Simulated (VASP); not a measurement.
# CdS (Fm-3m) in VASP: settings compared

The runs below take CdS through single point, with LDA, PBE0.

Program: VASP 6.6.1. These are calculated values, not measurements. Logs are shortened: lines on timing, memory, paths and dates and some standing lists are left out, and cuts for length are marked.

**1. The cell of the first run**

The structure is cubic, space group Fm-3m (No. 225). Conventional cell: a = 5.506 Å, b = 5.506 Å, c = 5.506 Å, α = 90.00°, β = 90.00°, γ = 90.00°. Within 3.6 Å of Cd (site symmetry m-3m) lie 6 S at 2.75 Å. S (site symmetry m-3m) has 6 Cd at 2.75 Å within 3.6 Å.

**2. Single point, LDA**

The input, INCAR:

```
PREC = Accurate ; ENCUT = 500
EDIFF = 1E-6 ; ISMEAR = -1
SIGMA = 0.1 ; LREAL = False
LASPH = True ; NELM = 120
ALGO = Normal ; ISIF = 2
LWAVE = False ; LCHARG = False
GGA = CA ; NBANDS = 16
GGA_COMPAT = False
```

The input, KPOINTS:

```
Automatic mesh
0
Gamma
  4 4 4
```

The input, POSCAR:

```
CdS
1.0
    0.0000000000      2.7532440000      2.7532440000
    2.7532440000      0.0000000000      2.7532440000
    2.7532440000      2.7532440000      0.0000000000
Cd S
1 1
Direct
    0.0000000000      0.0000000000      0.0000000000
    0.5000000000      0.5000000000      0.5000000000
```

Potentials or basis: VASP PAW LDA potentials, release 64 (Cd, S).

Command:

```bash
cat potpaw_LDA.64/Cd/POTCAR potpaw_LDA.64/S/POTCAR > POTCAR
mpirun -np 1 vasp_std > vasp.out
```

OUTCAR:

```text
PREC = Accurate
   ENCUT = 500
   EDIFF = 1E-6
   ISMEAR = -1
   LREAL = False
   LASPH = True
   NELM = 120
   ISIF = 2
   GGA = CA

 ion  position               nearest neighbor table
   1  0.000  0.000  0.000-   2 2.75   2 2.75   2 2.75   2 2.75   2 2.75   2 2.75
   2  0.500  0.500  0.500-   1 2.75   1 2.75   1 2.75   1 2.75   1 2.75   1 2.75

  LATTYP: Found a face centered cubic cell.
 ALAT       =     5.5064880000

  Lattice vectors:

 A1 = (   0.0000000000,   2.7532440000,   2.7532440000)
 A2 = (   2.7532440000,   0.0000000000,   2.7532440000)
 A3 = (   2.7532440000,   2.7532440000,   0.0000000000)

Analysis of symmetry for initial positions (statically):
=====================================================================
 Subroutine PRICEL returns:
 Original cell was already a primitive cell.

 Routine SETGRP: Setting up the symmetry group for a
 face centered cubic supercell.

 Subroutine GETGRP returns: Found 48 space group operations
 (whereof 48 operations were pure point group operations)
 out of a pool of 48 trial point group operations.

The static configuration has the point symmetry O_h .

Analysis of symmetry for dynamics (positions and initial velocities):
=====================================================================
 Subroutine PRICEL returns:
 Original cell was already a primitive cell.

 Routine SETGRP: Setting up the symmetry group for a
 face centered cubic supercell.

 Subroutine GETGRP returns: Found 48 space group operations
 (whereof 48 operations were pure point group operations)
 out of a pool of 48 trial point group operations.

The dynamic configuration has the point symmetry O_h .

 Subroutine INISYM returns: Found 48 space group operations
 (whereof 48 operations are pure point group operations),
 and found     1 'primitive' translations

----------------------------------------------------------------------------------------

                                     Primitive cell

  volume of cell :      41.7411

  direct lattice vectors                    reciprocal lattice vectors
     0.000000000  2.753244000  2.753244000    -0.181603955  0.181603955  0.181603955
     2.753244000  0.000000000  2.753244000     0.181603955 -0.181603955  0.181603955
     2.753244000  2.753244000  0.000000000     0.181603955  0.181603955 -0.181603955

  length of vectors
     3.893675005  3.893675005  3.893675005     0.314547277  0.314547277  0.314547277

  position of ions in fractional coordinates (direct lattice)
     0.000000000  0.000000000  0.000000000
     0.500000000  0.500000000  0.500000000

  ion indices of the primitive-cell ions
   primitive index   ion index
                 1           1
                 2           2

----------------------------------------------------------------------------------------

 KPOINTS: Automatic mesh

Automatic generation of k-mesh.
 Grid dimensions read from file:
 generate k-points for:    4    4    4

 Generating k-lattice:

  Cartesian coordinates                     Fractional coordinates (reciprocal lattice)
    -0.045400989  0.045400989  0.045400989     0.250000000  0.000000000  0.000000000
     0.045400989 -0.045400989  0.045400989     0.000000000  0.250000000  0.000000000
     0.045400989  0.045400989 -0.045400989     0.000000000  0.000000000  0.250000000

  Length of vectors
     0.078636819  0.078636819  0.078636819

  Shift w.r.t. Gamma in fractional coordinates (k-lattice)
     0.000000000  0.000000000  0.000000000

 Subroutine IBZKPT returns following result:
 ===========================================

 Found      8 irreducible k-points:

 Following reciprocal coordinates:
            Coordinates               Weight
  0.000000  0.000000  0.000000      1.000000
  0.250000  0.000000  0.000000      8.000000
  0.500000  0.000000  0.000000      4.000000
  0.250000  0.250000  0.000000      6.000000
  0.500000  0.250000  0.000000     24.000000
 -0.250000  0.250000  0.000000     12.000000
  0.500000  0.500000  0.000000      3.000000
 -0.250000  0.500000  0.250000      6.000000
   k-points           NKPTS =      8   k-points in BZ     NKDIM =      8   number of bands    NBANDS=     16
   number of dos      NEDOS =    301   number of ions     NIONS =      2
   total plane-waves  NPLWV =  21952
   dimension x,y,z NGX =    28 NGY =   28 NGZ =   28
   dimension x,y,z NGXF=    56 NGYF=   56 NGZF=   56
   ions per type =               1   1
   NGX,Y,Z   is equivalent  to a cutoff of  11.95, 11.95, 11.95 a.u.
   NGXF,Y,Z  is equivalent  to a cutoff of  23.91, 23.91, 23.91 a.u.
 SYSTEM =  unknown system
   PREC   = accura    normal or accurate (medium, high low for compatibility)
   ISTART =      0    job   : 0-new  1-cont  2-samecut
   ICHARG =      2    charge: 1-file 2-atom 10-const
   ISPIN  =      1    spin polarized calculation?
   LNONCOLLINEAR =      F non collinear calculations
   LSORBIT =      F    spin-orbit coupling
   LASPH  =      T    aspherical Exc in radial PAW
   ENCUT  =  500.0 eV  36.75 Ry    6.06 a.u.   7.10  7.10  7.10*2*pi/ulx,y,z
   NELM   =    120;   NELMIN=  2; NELMDL= -5     # of ELM steps
   EDIFF  = 0.1E-05   stopping-criterion for ELM
   LREAL  =      F    real-space projection
   EDIFFG = 0.1E-04   stopping-criterion for IOM
   NSW    =      0    number of steps for IOM
   IBRION =     -1    ionic relax: 0-MD 1-quasi-New 2-CG
   NFREE  =      0    steps in history (QN), initial steepest desc. (CG)
   ISIF   =      2    stress and relaxation
   ISYM   =      2    0-nonsym 1-usesym 2-fastsym
   POTIM  = 0.5000    time-step for ionic-motion
   TEBEG  =    0.0;   TEEND  =   0.0 temperature during run
   PSTRESS=    0.0 pullay stress
   NELECT =      18.0000    total number of electrons
   NUPDOWN=      -1.0000    fix difference up-down
   EMIN   =  10.00;   EMAX   =-10.00  energy-range for DOS
   EFERMI =   0.00;   METHOD = LEGACY
   ISMEAR =    -1;   SIGMA  =   0.10  broadening in eV -4-tet -1-fermi 0-gaus
   EFERMI_NEDOS =   21; number of points for ismear=-14 and -15
   IALGO  =     38    algorithm
   IMIX   =      4    mixing-type and parameters
     AMIX     =   0.40;   BMIX     =  1.00
     AMIX_MAG =   1.60;   BMIX_MAG =  1.00
  volume/ion in A,a.u.               =      20.87       140.84
  Fermi-wavevector in a.u.,A,eV,Ry     =   1.236833  2.337275 20.813583  1.529755
  Thomas-Fermi vector in A             =   2.371425
   LORBIT       =      0    0 simple, 1 ext, 2 COOP (PROOUT), +10 PAW based schemes
   GGA     = CA    functional components
   LHFCALC =     F    Hartree Fock is set to
   AEXX    =    0.0000 exact exchange contribution
   IVDW    =     0    specifies the selected vdW correction
   LEPSILON=     F    determine dielectric tensor
   LRPA    =     F    only Hartree local field effects (RPA)
 non-spin polarized calculation
  energy-cutoff  :      500.00
  volume of cell :       41.74
 maximum number of plane-waves:      1068
   NGX = 15   NGY = 15   NGZ = 15

 number of electron      17.9999990 magnetization

 Free energy of the ion-electron system (eV)
  ---------------------------------------------------
  ext. energy  EPLUGINS =         0.00000000
  ---------------------------------------------------
  free energy    TOTEN  =        -7.12879558 eV

  energy without entropy =       -7.10151579  energy(sigma->0) =       -7.11515568

 E-fermi :   2.6945     XC(G=0): -10.6567

 val. band max:        2.5736163351   @ k =   0.5000   0.5000   0.0000
 cond. band min:       3.1666052874   @ k =   0.0000   0.0000   0.0000
 fundamental gap:      0.5929889523
 Fermi energy:         2.6945383403

 k-point     1 :       0.0000    0.0000    0.0000
  band No.  band energies     occupation
      1     -10.1034      2.00000
      2      -5.0340      2.00000
      3      -5.0340      2.00000
      4      -5.0298      2.00000
      5      -5.0298      2.00000
      6      -5.0298      2.00000
[... 8 lines left out ...]
     15      13.5851      0.00000
     16      13.6739      0.00000

 k-point     2 :       0.2500    0.0000    0.0000
  band No.  band energies     occupation
      1      -9.6177      2.00000
      2      -5.1836      2.00000
      3      -5.1836      2.00000
      4      -5.0976      2.00000
      5      -4.9314      2.00000
      6      -4.9314      2.00000
[... 8 lines left out ...]
     15      13.3016      0.00000
     16      13.3016      0.00000

 k-point     3 :       0.5000    0.0000    0.0000
  band No.  band energies     occupation
      1      -8.9844      2.00000
      2      -5.3248      2.00000
      3      -5.3248      2.00000
      4      -5.2784      2.00000
      5      -4.8295      2.00000
      6      -4.8295      2.00000
[... 8 lines left out ...]
     15      15.4972      0.00000
     16      15.4972      0.00000

 k-point     4 :       0.2500    0.2500    0.0000
  band No.  band energies     occupation
      1      -9.5576      2.00000
      2      -5.1649      2.00000
      3      -5.1071      2.00000
      4      -4.9807      2.00000
      5      -4.9196      2.00000
      6      -4.9196      2.00000
[... 8 lines left out ...]
     15      15.4678      0.00000
     16      16.9455      0.00000

 k-point     5 :       0.5000    0.2500    0.0000
  band No.  band energies     occupation
      1      -9.1111      2.00000
      2      -5.1382      2.00000
      3      -5.1339      2.00000
      4      -4.9956      2.00000
      5      -4.8058      2.00000
      6      -4.7062      2.00000
[... 8 lines left out ...]
     15      16.0896      0.00000
     16      17.3114      0.00000

 k-point     6 :      -0.2500    0.2500    0.0000
  band No.  band energies     occupation
      1      -9.1639      2.00000
      2      -5.2656      2.00000
      3      -5.2154      2.00000
      4      -5.0525      2.00000
      5      -4.8861      2.00000
      6      -4.7608      2.00000
[... 8 lines left out ...]
     15      16.0701      0.00000
     16      16.5298      0.00000

 k-point     7 :       0.5000    0.5000    0.0000
  band No.  band energies     occupation
      1      -9.2153      2.00000
      2      -5.1845      2.00000
      3      -4.9270      2.00000
      4      -4.7642      2.00000
      5      -4.7642      2.00000
      6      -4.1104      2.00000
[... 8 lines left out ...]
     15      16.9024      0.00000
     16      17.1851      0.00000

 k-point     8 :      -0.2500    0.5000    0.2500
  band No.  band energies     occupation
      1      -9.0655      2.00000
      2      -5.1657      2.00000
      3      -5.0267      2.00000
      4      -5.0267      2.00000
      5      -4.7641      2.00000
      6      -4.2907      2.00000
[... 8 lines left out ...]
     15      15.2109      0.00000
     16      17.1730      0.00000

------------------------ aborting loop because EDIFF is reached ----------------------------------------

  FORCE on cell =-STRESS in cart. coord.  units (eV):
  Direction    XX          YY          ZZ          XY          YZ          ZX
  --------------------------------------------------------------------------------------
  -------------------------------------------------------------------------------------
  Total       -1.5628846     -1.5628846     -1.5628846      0.0000000      0.0000000     -0.0000000
  in kB      -59.9892449    -59.9892449    -59.9892449      0.0000000      0.0000000     -0.0000000
  external PRESSURE =     -59.9892449 kB  Pullay stress =       0.0000000 kB

 VOLUME and BASIS-vectors are now :
 -----------------------------------------------------------------------------
  energy-cutoff  :      500.00
  volume of cell :       41.74
      direct lattice vectors                 reciprocal lattice vectors
     0.000000000  2.753244000  2.753244000    -0.181603955  0.181603955  0.181603955
     2.753244000  0.000000000  2.753244000     0.181603955 -0.181603955  0.181603955
     2.753244000  2.753244000  0.000000000     0.181603955  0.181603955 -0.181603955

 POSITION                                       TOTAL-FORCE (eV/Angst)
 -----------------------------------------------------------------------------------
      0.00000      0.00000      0.00000         0.000000      0.000000      0.000000
      2.75324      2.75324      2.75324         0.000000      0.000000     -0.000000
 -----------------------------------------------------------------------------------
    total drift:                                0.000000      0.000000      0.000000

  FREE ENERGIE OF THE ION-ELECTRON SYSTEM (eV)
  ---------------------------------------------------
  free  energy   TOTEN  =        -7.1287955772 eV

  energy  without entropy=       -7.1015157905  energy(sigma->0) =       -7.11515568
```

Wall time 7.3 s (1 thread of Intel Xeon 8259CL, shared host); peak memory 0.14 GiB.

Results:

| Quantity | Value |
| --- | --- |
| Free energy | -7.1288 eV |
| Pressure | -6.0 GPa |
| Band gap on the k mesh | 0.02 eV (least direct gap 1.33 eV) |

Levels at points of the mesh, in eV from the valence-band top:
| k point | band 6 | band 7 | band 8 | band 9 | band 10 | band 11 | band 12 | band 13 |
| --- | --- | --- | --- | --- | --- | --- | --- | --- |
| (0.00, 0.00, 0.00) | -7.58 | -0.72 | -0.72 | -0.72 | 0.61 | 9.16 | 9.16 | 9.16 |
| (0.50, 0.00, 0.00) | -7.38 | -4.85 | 0.00 | 0.00 | 3.34 | 5.74 | 5.74 | 6.47 |
| (0.50, 0.50, 0.00) | -6.66 | -4.19 | -2.10 | -2.10 | 0.02 | 5.96 | 9.52 | 10.87 |

Caveat: the k points lie up to 0.49 Å⁻¹ apart; the smearing spreads over this small gap; semilocal functionals underestimate gaps, and a narrow one can read as zero.

(Continued in part 2 of 2.)

The gap in the log of VASP goes by the Fermi energy; the results here count the filled bands.